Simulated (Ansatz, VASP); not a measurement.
One calculation of TiCo, two programs

INCAR

```
SYSTEM = TiCo
PREC = Accurate
ENCUT = 520
EDIFF = 1E-6
ISMEAR = -1
SIGMA = 0.03
LREAL = .FALSE.
LASPH = .TRUE.
NELM = 150
ALGO = Normal
ISIF = 2
LWAVE = .FALSE.
LCHARG = .FALSE.
ISPIN = 2
MAGMOM = 0 0 1 -1
LORBIT = 11
LMAXMIX = 4
GGA = PE
NBANDS = 33
```

Contents of KPOINTS:

```
Automatic mesh
0
G
  12 12 6
  0 0 0
```

Contents of POSCAR:

```
TiCo
1.0
    2.9861109900      0.0000000000      0.0000000000
    0.0000000000      2.9861109900      0.0000000000
    0.0000000000      0.0000000000      5.9722219800
Ti Co
2 2
Direct
    0.0000000000      0.0000000000      0.0000000000
    0.0000000000      0.0000000000      0.5000000000
    0.5000000000      0.5000000000      0.2500000000
    0.5000000000      0.5000000000      0.7500000000
```

Input for Ansatz:

```yaml
crystal:
  lattice:
    - [2.98611099, 0.0, 0.0]
    - [0.0, 2.98611099, 0.0]
    - [0.0, 0.0, 5.97222198]
  atoms:
    - { symbol: Ti, position: [0.0, 0.0, 0.0] }
    - { symbol: Ti, position: [0.0, 0.0, 0.5] }
    - { symbol: Co, position: [0.5, 0.5, 0.25], spin: 1.0 }
    - { symbol: Co, position: [0.5, 0.5, 0.75], spin: -1.0 }
magnetization:
  spin_polarized: true
kpoints:
  mp_grid: { grid: [12, 12, 6] }
scf:
  occupations: { method: fermi_dirac, width: 0.03 }
  lower_state_search: "off"
hamiltonian:
  xc: pbe
  pseudopotentials: { kind: paw }
output:
  forces: true
  stress: true
  eigenvalues: true
  populations: true
  write_density: true
  write_potential: true
  elf: true
  volumetric_format: npy
```

Alike in both runs: task single point; functional PBE; k mesh 12 × 12 × 6; occupations fermi-dirac, width 0.03 eV; collinear spin.

|  | VASP | Ansatz |
| --- | --- | --- |
| version | VASP 6.6.1 | Ansatz 0.2.0 |
| potentials or method | VASP PAW PBE potentials, release 64 (Ti_sv, Co) | PAW with Ansatz's default frozen-core files, scalar-relativistic |
| plane-wave cutoff (eV) | 520 | 420 |
| valence electrons in the cell | 42 | 58 |

|  | VASP | Ansatz | Ansatz less VASP |
| --- | --- | --- | --- |
| pressure (GPa) | -1.3 | -0.8 | +0.51 |
| traceless stress, the component that is largest in VASP (GPa) | 1.54 | 1.48 | -0.060 |
| net moment per atom (μB) | 0.00 | 0.00 | 0.000 |
| size of the moment on the site where the two differ most (μB) | 0.78 | 0.82 | +0.033 |

Site moments also hang on the region over which each program counts them. With one functional, cell and mesh, what is left measures potentials, basis and numerics. VASP's potentials hold 42 valence electrons a cell and Ansatz's 58, so a difference there can come from the potentials and not from the codes.
